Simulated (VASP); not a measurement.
# Al (Fm-3m) in VASP: further runs

Al is run at these levels: PBE; tasks: single point.

Everything below comes from runs of VASP 6.6.1. Logs are shortened: lines on timing, memory, paths and dates and some standing lists are left out, and cuts for length are marked.

## 1. The cell of the first run

Symmetry: Fm-3m, No. 225, cubic system. Conventional cell: a = 4.039 Å, b = 4.039 Å, c = 4.039 Å, α = 90.00°, β = 90.00°, γ = 90.00°. Within 3.8 Å of Al (site symmetry m-3m) lie 12 Al at 2.86 Å.

## 2. Single point, PBE

Input file INCAR:

```
SYSTEM = Al
ALGO = Normal
EDIFF = 1E-6
ENCUT = 520
GGA = PE
ISIF = 2
ISMEAR = 0
LASPH = .TRUE.
LCHARG = .FALSE.
LREAL = .FALSE.
LWAVE = .FALSE.
NBANDS = 8
NELM = 100
PREC = Accurate
SIGMA = 0.1
```

Input file KPOINTS:

```
k-points
0
G
  8 8 8
  0 0 0
```

Input file POSCAR:

```
Al
1.0
    0.0000000000      2.0194648500      2.0194648500
    2.0194648500      0.0000000000      2.0194648500
    2.0194648500      2.0194648500      0.0000000000
Al
1
Direct
    0.0000000000      0.0000000000      0.0000000000
```

Potentials or basis: VASP PAW PBE potentials, release 64 (Al).

On the command line:

```
cat potpaw_PBE.64/Al/POTCAR > POTCAR
mpirun -np 1 vasp_std > vasp.out
```

OUTCAR:

```text
SYSTEM = Al
   EDIFF = 1E-6
   ENCUT = 520
   GGA = PE
   ISIF = 2
   ISMEAR = 0
   LASPH = .TRUE.
   LREAL = .FALSE.
   NELM = 100
   PREC = Accurate

 ion  position               nearest neighbor table
   1  0.000  0.000  0.000-

  LATTYP: Found a face centered cubic cell.
 ALAT       =     4.0389297000

  Lattice vectors:

 A1 = (   0.0000000000,   2.0194648500,   2.0194648500)
 A2 = (   2.0194648500,   0.0000000000,   2.0194648500)
 A3 = (   2.0194648500,   2.0194648500,   0.0000000000)

Analysis of symmetry for initial positions (statically):
=====================================================================
 Subroutine PRICEL returns:
 Original cell was already a primitive cell.

 Routine SETGRP: Setting up the symmetry group for a
 face centered cubic supercell.

 Subroutine GETGRP returns: Found 48 space group operations
 (whereof 48 operations were pure point group operations)
 out of a pool of 48 trial point group operations.

The static configuration has the point symmetry O_h .

Analysis of symmetry for dynamics (positions and initial velocities):
=====================================================================
 Subroutine PRICEL returns:
 Original cell was already a primitive cell.

 Routine SETGRP: Setting up the symmetry group for a
 face centered cubic supercell.

 Subroutine GETGRP returns: Found 48 space group operations
 (whereof 48 operations were pure point group operations)
 out of a pool of 48 trial point group operations.

The dynamic configuration has the point symmetry O_h .

 Subroutine INISYM returns: Found 48 space group operations
 (whereof 48 operations are pure point group operations),
 and found     1 'primitive' translations

----------------------------------------------------------------------------------------

                                     Primitive cell

  volume of cell :      16.4717

  direct lattice vectors                    reciprocal lattice vectors
     0.000000000  2.019464850  2.019464850    -0.247590346  0.247590346  0.247590346
     2.019464850  0.000000000  2.019464850     0.247590346 -0.247590346  0.247590346
     2.019464850  2.019464850  0.000000000     0.247590346  0.247590346 -0.247590346

  length of vectors
     2.855954580  2.855954580  2.855954580     0.428839058  0.428839058  0.428839058

  position of ions in fractional coordinates (direct lattice)
     0.000000000  0.000000000  0.000000000

  ion indices of the primitive-cell ions
   primitive index   ion index
                 1           1

----------------------------------------------------------------------------------------

 KPOINTS: k-points

Automatic generation of k-mesh.
 Grid dimensions read from file:
 generate k-points for:    8    8    8

 Generating k-lattice:

  Cartesian coordinates                     Fractional coordinates (reciprocal lattice)
    -0.030948793  0.030948793  0.030948793     0.125000000  0.000000000  0.000000000
     0.030948793 -0.030948793  0.030948793     0.000000000  0.125000000  0.000000000
     0.030948793  0.030948793 -0.030948793     0.000000000  0.000000000  0.125000000

  Length of vectors
     0.053604882  0.053604882  0.053604882

  Shift w.r.t. Gamma in fractional coordinates (k-lattice)
     0.000000000  0.000000000  0.000000000

 Subroutine IBZKPT returns following result:
 ===========================================

 Found     29 irreducible k-points:

 Following reciprocal coordinates:
            Coordinates               Weight
  0.000000  0.000000  0.000000      1.000000
  0.125000  0.000000  0.000000      8.000000
  0.250000  0.000000  0.000000      8.000000
  0.375000  0.000000  0.000000      8.000000
  0.500000  0.000000  0.000000      4.000000
  0.125000  0.125000  0.000000      6.000000
[... 16 lines left out ...]
  0.500000  0.250000  0.125000     48.000000
 -0.375000  0.250000  0.125000     24.000000
 [... further k-points ...]
   k-points           NKPTS =     29   k-points in BZ     NKDIM =     29   number of bands    NBANDS=      8
   number of dos      NEDOS =    301   number of ions     NIONS =      1
   total plane-waves  NPLWV =  13824
   dimension x,y,z NGX =    24 NGY =   24 NGZ =   24
   dimension x,y,z NGXF=    48 NGYF=   48 NGZF=   48
   ions per type =               1
   NGX,Y,Z   is equivalent  to a cutoff of  13.97, 13.97, 13.97 a.u.
   NGXF,Y,Z  is equivalent  to a cutoff of  27.94, 27.94, 27.94 a.u.
 SYSTEM =  Al
   PREC   = accura    normal or accurate (medium, high low for compatibility)
   ISTART =      0    job   : 0-new  1-cont  2-samecut
   ICHARG =      2    charge: 1-file 2-atom 10-const
   ISPIN  =      1    spin polarized calculation?
   LNONCOLLINEAR =      F non collinear calculations
   LSORBIT =      F    spin-orbit coupling
   LASPH  =      T    aspherical Exc in radial PAW
   ENCUT  =  520.0 eV  38.22 Ry    6.18 a.u.   5.31  5.31  5.31*2*pi/ulx,y,z
   NELM   =    100;   NELMIN=  2; NELMDL= -5     # of ELM steps
   EDIFF  = 0.1E-05   stopping-criterion for ELM
   LREAL  =      F    real-space projection
   EDIFFG = 0.1E-04   stopping-criterion for IOM
   NSW    =      0    number of steps for IOM
   IBRION =     -1    ionic relax: 0-MD 1-quasi-New 2-CG
   NFREE  =      0    steps in history (QN), initial steepest desc. (CG)
   ISIF   =      2    stress and relaxation
   ISYM   =      2    0-nonsym 1-usesym 2-fastsym
   POTIM  = 0.5000    time-step for ionic-motion
   TEBEG  =    0.0;   TEEND  =   0.0 temperature during run
   PSTRESS=    0.0 pullay stress
   NELECT =       3.0000    total number of electrons
   NUPDOWN=      -1.0000    fix difference up-down
   EMIN   =  10.00;   EMAX   =-10.00  energy-range for DOS
   EFERMI =   0.00;   METHOD = LEGACY
   ISMEAR =     0;   SIGMA  =   0.10  broadening in eV -4-tet -1-fermi 0-gaus
   EFERMI_NEDOS =   21; number of points for ismear=-14 and -15
   IALGO  =     38    algorithm
   IMIX   =      4    mixing-type and parameters
     AMIX     =   0.40;   BMIX     =  1.00
     AMIX_MAG =   1.60;   BMIX_MAG =  1.00
  volume/ion in A,a.u.               =      16.47       111.16
  Fermi-wavevector in a.u.,A,eV,Ry     =   0.927974  1.753616 11.716453  0.861135
  Thomas-Fermi vector in A             =   2.054101
   LORBIT       =      0    0 simple, 1 ext, 2 COOP (PROOUT), +10 PAW based schemes
   GGA     = PE    functional components
   LHFCALC =     F    Hartree Fock is set to
   AEXX    =    0.0000 exact exchange contribution
   IVDW    =     0    specifies the selected vdW correction
   LEPSILON=     F    determine dielectric tensor
   LRPA    =     F    only Hartree local field effects (RPA)
 non-spin polarized calculation
 Gauss-broadening in eV      SIGMA  =   0.10
  energy-cutoff  :      520.00
  volume of cell :       16.47
 maximum number of plane-waves:       459
 NGX is ok and might be reduce to    24

 number of electron       3.0000000 magnetization

 Free energy of the ion-electron system (eV)
  ---------------------------------------------------
  ext. energy  EPLUGINS =         0.00000000
  ---------------------------------------------------
  free energy    TOTEN  =        -3.74155593 eV

  energy without entropy =       -3.73842774  energy(sigma->0) =       -3.73999183

 E-fermi :   8.0774     XC(G=0): -10.2017

 val. band max:        7.6926389195   @ k =  -0.2500   0.3750   0.1250
 cond. band min:       8.1544759488   @ k =   0.5000   0.2500   0.1250
 fundamental gap:      0.4618370294
 Fermi energy:         8.0773552502

 k-point     1 :       0.0000    0.0000    0.0000
  band No.  band energies     occupation
      1      -3.1271      2.00000
      2      20.6483      0.00000
      3      20.6483      0.00000
      4      20.6483      0.00000
      5      22.1537      0.00000
      6      22.1537      0.00000
      7      22.1537      0.00000
      8      24.4989      0.00000

 k-point     2 :       0.1250    0.0000    0.0000
  band No.  band energies     occupation
      1      -2.7023      2.00000
      2      16.3433      0.00000
      3      19.7064      0.00000
      4      19.7064      0.00000
      5      22.7547      0.00000
      6      23.6960      0.00000
      7      23.6960      0.00000
      8      25.6998      0.00000

 k-point     3 :       0.2500    0.0000    0.0000
  band No.  band energies     occupation
      1      -1.4355      2.00000
      2      11.4623      0.00000
      3      18.9401      0.00000
      4      18.9401      0.00000
      5      22.3912      0.00000
      6      22.7938      0.00000
      7      22.7938      0.00000
      8      26.8008      0.00000

 k-point     4 :       0.3750    0.0000    0.0000
  band No.  band energies     occupation
      1       0.6512      2.00000
      2       7.1520      2.00000
      3      18.8491      0.00000
      4      18.8491      0.00000
      5      20.7994      0.00000
      6      20.7994      0.00000
      7      22.4618      0.00000
      8      24.7354      0.00000

 k-point     5 :       0.5000    0.0000    0.0000
  band No.  band energies     occupation
      1       3.4190      2.00000
      2       3.6379      2.00000
      3      19.4486      0.00000
      4      19.4486      0.00000
      5      19.4875      0.00000
      6      19.4875      0.00000
      7      23.1560      0.00000
      8      23.3241      0.00000
[... 177 lines left out ...]
 k-point    22 :       0.3750    0.2500    0.1250
  band No.  band energies     occupation
      1      -0.3191      2.00000
      2      11.8701      0.00000
      3      13.2865      0.00000
      4      16.8128      0.00000
      5      20.1717      0.00000
      6      21.9693      0.00000
      7      24.9887      0.00000
      8      28.3361      0.00000

 k-point    23 :       0.5000    0.2500    0.1250
  band No.  band energies     occupation
      1       1.7499      2.00000
      2       8.1545      0.27543
      3      12.6040      0.00000
      4      14.6730      0.00000
      5      20.8061      0.00000
      6      22.9022      0.00000
      7      25.0437      0.00000
      8      29.0186      0.00000

 k-point    24 :      -0.3750    0.2500    0.1250
  band No.  band energies     occupation
      1       4.4665      2.00000
      2       4.7315      2.00000
      3      12.9925      0.00000
      4      13.4843      0.00000
      5      21.3390      0.00000
      6      21.7618      0.00000
      7      28.3588      0.00000
      8      28.6566      0.00000

 [... further k-points ...]

------------------------ aborting loop because EDIFF is reached ----------------------------------------

  FORCE on cell =-STRESS in cart. coord.  units (eV):
  Direction    XX          YY          ZZ          XY          YZ          ZX
  --------------------------------------------------------------------------------------
  -------------------------------------------------------------------------------------
  Total        0.0184999      0.0184999      0.0184999     -0.0000000      0.0000000     -0.0000000
  in kB        1.7994581      1.7994581      1.7994581     -0.0000000      0.0000000     -0.0000000
  external PRESSURE =       1.7994581 kB  Pullay stress =       0.0000000 kB

 VOLUME and BASIS-vectors are now :
 -----------------------------------------------------------------------------
  energy-cutoff  :      520.00
  volume of cell :       16.47
      direct lattice vectors                 reciprocal lattice vectors
     0.000000000  2.019464850  2.019464850    -0.247590346  0.247590346  0.247590346
     2.019464850  0.000000000  2.019464850     0.247590346 -0.247590346  0.247590346
     2.019464850  2.019464850  0.000000000     0.247590346  0.247590346 -0.247590346

 POSITION                                       TOTAL-FORCE (eV/Angst)
 -----------------------------------------------------------------------------------
      0.00000      0.00000      0.00000         0.000000      0.000000      0.000000
 -----------------------------------------------------------------------------------
    total drift:                               -0.000000      0.000000      0.000000

  FREE ENERGIE OF THE ION-ELECTRON SYSTEM (eV)
  ---------------------------------------------------
  free  energy   TOTEN  =        -3.7415559289 eV

  energy  without entropy=       -3.7384277360  energy(sigma->0) =       -3.73999183
```

Run time: 1.6 s. Hardware: 1 thread of Intel Xeon 6975P-C (Granite Rapids), shared host; peak memory 0.13 GiB.

What came out:

| Property | Result |
| --- | --- |
| Free energy | -3.7416 eV |
| Pressure | 0.2 GPa |

## 3. Single point, PBE

This run uses another cell than the first one, of 16.50 Å³/atom, 1.002 times its volume.

Input file INCAR:

```
SYSTEM = Al
PREC = Accurate
ENCUT = 520
EDIFF = 1E-6
ISMEAR = 0
SIGMA = 0.1
LREAL = .FALSE.
LASPH = .TRUE.
NELM = 60
ALGO = Normal
ISIF = 2
LWAVE = .FALSE.
LCHARG = .FALSE.
GGA = PE
NBANDS = 8
```

Input file KPOINTS:

```
Automatic mesh
0
G
  18 18 18
  0 0 0
```

Input file POSCAR:

```
Al
1.0
    0.0000000000      2.0208104482      2.0208104482
    2.0208104482      0.0000000000      2.0208104482
    2.0208104482      2.0208104482      0.0000000000
Al
1
Direct
    0.0000000000      0.0000000000      0.0000000000
```

Potentials or basis: VASP PAW PBE potentials, release 64 (Al).

On the command line:

```
cat potpaw_PBE.64/Al/POTCAR > POTCAR
mpirun -np 1 vasp_std > vasp.out
```

It took 6.8 s on 1 thread of Intel Xeon 6975P-C (Granite Rapids), shared host; peak memory 0.14 GiB.

The run converged. Its results:

```yaml
Free_energy: -3.7445 eV
Pressure: -0.1 GPa
```

Levels at points of the mesh, in eV from the Fermi level:
```
           k point  band 1  band 2  band 3  band 4
(0.00, 0.00, 0.00)  -11.12   12.63   12.63   12.63
(0.50, 0.00, 0.00)   -4.58   -4.37   11.42   11.42
(0.50, 0.50, 0.00)   -2.91   -1.59    5.27    5.60
```

## 4. Single point, PBE

This run uses another cell than the first one: it holds 27 atoms, not 1.

Input file INCAR:

```
SYSTEM = Al
PREC = Accurate
ENCUT = 520
EDIFF = 1E-6
ISMEAR = 0
SIGMA = 0.1
LREAL = Auto
LASPH = .True.
NELM = 60
ALGO = Fast
ISIF = 2
LWAVE = .False.
LCHARG = .False.
GGA = PE
NBANDS = 60
```

Input file KPOINTS:

```
regular mesh
0
Gamma
  6 6 6
  0 0 0
```

Input file POSCAR:

```
Al
1.0
   -6.0624313445     -6.0624313445      0.0000000000
    0.0000000000     -6.0624313445      6.0624313445
   -6.0624313445      0.0000000000      6.0624313445
Al
27
Direct
    0.6666666667      0.0000000000      0.0000000000
    0.3333333333      0.0000000000      0.0000000000
    0.0000000000      0.0000000000      0.0000000000
    0.6666666667      0.3333333333      0.0000000000
    0.3333333333      0.3333333333      0.0000000000
    0.0000000000      0.3333333333      0.0000000000
    0.6666666667      0.6666666667      0.0000000000
    0.3333333333      0.6666666667      0.0000000000
    0.0000000000      0.6666666667      0.0000000000
    0.6666666667      0.0000000000      0.3333333333
    0.3333333333      0.0000000000      0.3333333333
    0.0000000000      0.0000000000      0.3333333333
    0.6666666667      0.3333333333      0.3333333333
    0.3333333333      0.3333333333      0.3333333333
    0.0000000000      0.3333333333      0.3333333333
    0.6666666667      0.6666666667      0.3333333333
    0.3333333333      0.6666666667      0.3333333333
    1.0000000000      0.6666666667      0.3333333333
    0.6666666667      0.0000000000      0.6666666667
    0.3333333333      0.0000000000      0.6666666667
    0.0000000000      0.0000000000      0.6666666667
    0.6666666667      0.3333333333      0.6666666667
    0.3333333333      0.3333333333      0.6666666667
    1.0000000000      0.3333333333      0.6666666667
    0.6666666667      0.6666666667      0.6666666667
    0.3333333333      0.6666666667      0.6666666667
    0.0000000000      0.6666666667      0.6666666667
```

On the command line:

```
cat potpaw_PBE.64/Al/POTCAR > POTCAR
mpirun -np 1 vasp_std > vasp.out
```

Run time: 4 min. Hardware: 1 thread of Intel Xeon 6975P-C (Granite Rapids), shared host; peak memory 0.68 GiB.

It converged, with:

| Quantity | Value |
| --- | --- |
| Free energy | -101.1073 eV |
| Pressure | -0.1 GPa |

Levels at points of the mesh, in eV from the Fermi level:
| k point | band 37 | band 38 | band 39 | band 40 | band 41 | band 42 | band 43 | band 44 |
| --- | --- | --- | --- | --- | --- | --- | --- | --- |
| (0.00, 0.00, 0.00) | -1.07 | -1.07 | -1.07 | 0.40 | 0.40 | 0.40 | 0.40 | 0.40 |
| (0.50, 0.00, 0.00) | -0.69 | -0.69 | -0.69 | -0.69 | 1.04 | 1.04 | 1.04 | 1.04 |
| (0.50, 0.50, 0.00) | -0.64 | -0.64 | -0.64 | -0.64 | 0.78 | 0.78 | 0.78 | 0.78 |

## 5. Summary

| cell | k mesh | gap on the mesh (eV) | pressure (GPa) |
| --- | --- | --- | --- |
| a = 2.856 Å, angles 60.0°, 1 atom | 8 × 8 × 8 | none | 0.2 |
| a = 2.858 Å, angles 60.0°, 1 atom | 18 × 18 × 18 | none | -0.1 |
| a = 8.574 Å, angles 60.0°, 27 atoms | 6 × 6 × 6 | none | -0.1 |

Alike in all rows: task single point; level PBE; potentials or basis VASP PAW PBE potentials, release 64 (Al); no spin polarisation; cutoff (eV) 520; smearing gaussian 0.1 eV.

Total energies depend on the potentials used, so only differences within one code and one set of settings carry meaning.
